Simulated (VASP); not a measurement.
# Ir (R-3m) in VASP: single point with PBEsol

Aim: the single point of Ir with PBEsol.

All numbers are computed with VASP 6.6.1; they aren't measurements. Logs are shortened: lines on timing, memory, paths and dates and some standing lists are left out, and cuts for length are marked.

### 1 The cell of the first run

Symmetry: R-3m, No. 166, trigonal system. Conventional cell: a = 2.673 Å, b = 2.673 Å, c = 6.678 Å, α = 90.00°, β = 90.00°, γ = 120.00°. Within 3.5 Å of Ir (site symmetry -3m) lie 12 Ir at 2.67 to 2.71 Å.

### 2 Single point, PBEsol

File INCAR:

```
SYSTEM = Ir
ALGO     = Normal         ! electronic algorithm
EDIFF    = 1E-6           ! SCF threshold, eV
ENCUT    = 560            ! plane-wave cutoff, eV
GGA      = PS             ! functional
GGA_COMPAT= .FALSE.      
ISIF     = 2              ! what is computed and relaxed
ISMEAR   = 0              ! smearing method
LASPH    = .TRUE.         ! aspherical terms in the spheres
LCHARG   = .FALSE.        ! write CHGCAR
LREAL    = .FALSE.        ! projectors in reciprocal space
LWAVE    = .FALSE.        ! write WAVECAR
NBANDS   = 14             ! bands
NELM     = 120            ! most SCF steps
PREC     = Accurate       ! precision mode
SIGMA    = 0.1            ! smearing width, eV
```

File KPOINTS:

```
k-points
0
G
  15 15 15
  0 0 0
```

File POSCAR:

```
Ir
1.0
    2.6728587958      0.0000000000      0.0000000000
   -1.3364293979      2.3147636179      0.0000000000
    1.3364293979      0.7715878726      2.2260493450
Ir
1
Direct
    0.0000000000      0.0000000000      0.0000000000
```

Potentials or basis: VASP PAW PBE potentials, release 64 (Ir_sv_GW).

Started as:

```sh
$ cat potpaw_PBE.64/Ir_sv_GW/POTCAR > POTCAR
$ mpirun -np 1 vasp_std > vasp.out
```

OUTCAR:

```text
SYSTEM = Ir
   EDIFF = 1E-6
   ENCUT = 560
   GGA = PS
   ISIF = 2
   ISMEAR = 0
   LASPH = .TRUE.
   LREAL = .FALSE.
   NELM = 120
   PREC = Accurate

 ion  position               nearest neighbor table
   1  0.000  0.000  0.000-

  LATTYP: Found a trigonal (rhomboedric) cell.
 ALAT       =     2.7086319549
 COS(alpha) =     0.5131198812

  Lattice vectors:

 A1 = (   0.0000000000,  -1.5431757453,   2.2260493450)
 A2 = (   1.3364293979,   0.7715878726,   2.2260493450)
 A3 = (  -1.3364293979,   0.7715878726,   2.2260493450)

Analysis of symmetry for initial positions (statically):
=====================================================================
 Subroutine PRICEL returns:
 Original cell was already a primitive cell.

 Routine SETGRP: Setting up the symmetry group for a
 trigonal (rhombohedral) supercell.

 Subroutine GETGRP returns: Found 12 space group operations
 (whereof 12 operations were pure point group operations)
 out of a pool of 12 trial point group operations.

The static configuration has the point symmetry D_3d.

Analysis of symmetry for dynamics (positions and initial velocities):
=====================================================================
 Subroutine PRICEL returns:
 Original cell was already a primitive cell.

 Routine SETGRP: Setting up the symmetry group for a
 trigonal (rhombohedral) supercell.

 Subroutine GETGRP returns: Found 12 space group operations
 (whereof 12 operations were pure point group operations)
 out of a pool of 12 trial point group operations.

The dynamic configuration has the point symmetry D_3d.

 Subroutine INISYM returns: Found 12 space group operations
 (whereof 12 operations are pure point group operations),
 and found     1 'primitive' translations

----------------------------------------------------------------------------------------

                                     Primitive cell

  volume of cell :      13.7726

  direct lattice vectors                    reciprocal lattice vectors
     2.672858796  0.000000000  0.000000000     0.374131249  0.216004777 -0.299484227
    -1.336429398  2.314763618  0.000000000     0.000000000  0.432009555 -0.149742113
     1.336429398  0.771587873  2.226049345     0.000000000  0.000000000  0.449226340

  length of vectors
     2.672858796  2.672858796  2.708631955     0.525664396  0.457225279  0.449226340

  position of ions in fractional coordinates (direct lattice)
     0.000000000  0.000000000  0.000000000

  ion indices of the primitive-cell ions
[... 77 lines left out ...]
   NSW    =      0    number of steps for IOM
   IBRION =     -1    ionic relax: 0-MD 1-quasi-New 2-CG
   NFREE  =      0    steps in history (QN), initial steepest desc. (CG)
   ISIF   =      2    stress and relaxation
   ISYM   =      2    0-nonsym 1-usesym 2-fastsym
   POTIM  = 0.5000    time-step for ionic-motion
   TEBEG  =    0.0;   TEEND  =   0.0 temperature during run
   PSTRESS=    0.0 pullay stress
   NELECT =      17.0000    total number of electrons
   NUPDOWN=      -1.0000    fix difference up-down
   EMIN   =  10.00;   EMAX   =-10.00  energy-range for DOS
   EFERMI =   0.00;   METHOD = LEGACY
   ISMEAR =     0;   SIGMA  =   0.10  broadening in eV -4-tet -1-fermi 0-gaus
   EFERMI_NEDOS =   21; number of points for ismear=-14 and -15
   IALGO  =     38    algorithm
   IMIX   =      4    mixing-type and parameters
     AMIX     =   0.40;   BMIX     =  1.00
     AMIX_MAG =   1.60;   BMIX_MAG =  1.00
  volume/ion in A,a.u.               =      13.77        92.94
  Fermi-wavevector in a.u.,A,eV,Ry     =   1.756111  3.318569 41.959363  3.083926
  Thomas-Fermi vector in A             =   2.825725
   LORBIT       =      0    0 simple, 1 ext, 2 COOP (PROOUT), +10 PAW based schemes
   GGA     = PS    functional components
   LHFCALC =     F    Hartree Fock is set to
   AEXX    =    0.0000 exact exchange contribution
   IVDW    =     0    specifies the selected vdW correction
   LEPSILON=     F    determine dielectric tensor
   LRPA    =     F    only Hartree local field effects (RPA)
 non-spin polarized calculation
 Gauss-broadening in eV      SIGMA  =   0.10
  energy-cutoff  :      560.00
  volume of cell :       13.77
 maximum number of plane-waves:       426
 NGX is ok and might be reduce to    24
   NGX = 11   NGY = 11   NGZ = 11

 number of electron      17.0000000 magnetization

 Free energy of the ion-electron system (eV)
  ---------------------------------------------------
  ext. energy  EPLUGINS =         0.00000000
  ---------------------------------------------------
  free energy    TOTEN  =       -10.39399163 eV

  energy without entropy =      -10.38932388  energy(sigma->0) =      -10.39165775

 E-fermi :  13.3230     XC(G=0): -14.8795

 val. band max:       13.3217858181   @ k =  -0.2667   0.2000   0.0667
 cond. band min:      13.3257069071   @ k =  -0.2000   0.1333   0.3333
 fundamental gap:      0.0039210890
 Fermi energy:        13.3230324657

 k-point     1 :       0.0000    0.0000    0.0000
  band No.  band energies     occupation
      1     -79.8441      2.00000
      2     -36.2111      2.00000
      3     -36.1905      2.00000
      4     -36.1905      2.00000
      5       1.8035      2.00000
      6       8.9923      2.00000
      7       9.3046      2.00000
      8       9.3046      2.00000
      9      12.0427      2.00000
     10      12.0427      2.00000
     11      26.7642      0.00000
     12      32.0213      0.00000
     13      32.6367      0.00000
     14      32.6367      0.00000
[... 377 lines left out ...]
      1     -79.8354      2.00000
      2     -36.2887      2.00000
      3     -36.2290      2.00000
      4     -36.2078      2.00000
      5       2.3490      2.00000
      6       8.9710      2.00000
      7       9.2328      2.00000
      8       9.5894      2.00000
      9      11.7084      2.00000
     10      12.0540      2.00000
     11      27.7192      0.00000
     12      30.8655      0.00000
     13      32.6426      0.00000
     14      33.5509      0.00000

 [... further k-points ...]
[... 5 lines left out ...]
  --------------------------------------------------------------------------------------
  -------------------------------------------------------------------------------------
  Total        0.8864596      0.8864596     -0.1656296      0.0000000      0.0000000      0.0000000
  in kB      103.1221800    103.1221800    -19.2677503      0.0000000      0.0000000      0.0000000
  external PRESSURE =      62.3255366 kB  Pullay stress =       0.0000000 kB

 VOLUME and BASIS-vectors are now :
 -----------------------------------------------------------------------------
  energy-cutoff  :      560.00
  volume of cell :       13.77
      direct lattice vectors                 reciprocal lattice vectors
     2.672858796  0.000000000  0.000000000     0.374131249  0.216004777 -0.299484227
    -1.336429398  2.314763618  0.000000000     0.000000000  0.432009555 -0.149742113
     1.336429398  0.771587873  2.226049345     0.000000000  0.000000000  0.449226340

 POSITION                                       TOTAL-FORCE (eV/Angst)
 -----------------------------------------------------------------------------------
      0.00000      0.00000      0.00000         0.000000      0.000000      0.000000
 -----------------------------------------------------------------------------------
    total drift:                               -0.000000      0.000000      0.000000

  FREE ENERGIE OF THE ION-ELECTRON SYSTEM (eV)
  ---------------------------------------------------
  free  energy   TOTEN  =       -10.3939916254 eV

  energy  without entropy=      -10.3893238834  energy(sigma->0) =      -10.39165775
```

stdout:

```text
POSCAR found type information on POSCAR Ir
 POSCAR found :  1 types and       1 ions
 scaLAPACK will be used
 -----------------------------------------------------------------------------
|                                                                             |
|                                                                             |
|     You enforced a specific xc type in the INCAR file but a different       |
|     I HOPE YOU KNOW WHAT YOU ARE DOING!                                     |
|                                                                             |
 -----------------------------------------------------------------------------

 LDA part: xc-table for (Slater+PW92), standard interpolation
 POSCAR, INCAR and KPOINTS ok, starting setup
 FFT: planning ... GRIDC
 FFT: planning ... GRID_SOFT
 FFT: planning ... GRID
 WAVECAR not read
 entering main loop
```

Wall time 31 s (1 thread of Intel Xeon Platinum 8375C at 2.90GHz (Ice Lake), shared host); peak memory 0.21 GiB.

Results:

```
Free energy            : -10.3940 eV
Pressure               : 6.2 GPa
Band gap on the k mesh : zero (an odd number of electrons rules out a gap without spin polarisation)
```

Levels at points of the mesh, in eV from the Fermi level:
```csv
k point,band 5,band 6,band 7,band 8,band 9,band 10,band 11,band 12
"(0.00, 0.00, 0.00)",-11.52,-4.33,-4.02,-4.02,-1.28,-1.28,13.44,18.70
```

Caveat: the stress differs along the axes, from -2 to 10 GPa; the PAW data sets were made with another functional, which shifts forces and pressure a little; spin-orbit coupling is left out, which moves the levels of the heavy elements.
